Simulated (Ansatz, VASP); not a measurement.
One calculation of TiAl, two programs

```xyz
2
Lattice="3.1241 0.0000 0.0000 0.0000 3.1241 0.0000 0.0000 0.0000 3.1241" Properties=species:S:1:pos:R:3 pbc="T T T"
Ti    0.0000    0.0000    0.0000
Al    1.5621    1.5621    1.5621
```

Alike in both runs: functional LDA; k mesh 10 × 10 × 10; occupations gaussian, width 0.1 eV; no spin polarisation.

Ansatz relaxed the structure, and its values are those at the end. VASP's run is a single point on that final structure, the one shown.

```csv
,VASP,Ansatz
version,VASP 6.6.1,Ansatz 0.2.0
potentials or method,"VASP PAW LDA potentials, release 64 (Ti_sv, Al), cutoff 520 eV","scalar-relativistic, plane waves, PAW"
valence electrons in the cell,15,15
```

|  | VASP | Ansatz | Ansatz less VASP |
| --- | --- | --- | --- |
| gap on the k mesh at the Fermi level (eV) | none | none | - |
| pressure (GPa) | 0.2 | 0.0 | -0.19 |

Ansatz warns that its potentials were made for another functional, while VASP's fit it. LDA's correlation is that of Perdew and Zunger in VASP and of Perdew and Wang (1992) in Ansatz. A gap of «none» marks a metal or a gap that the smearing closes.
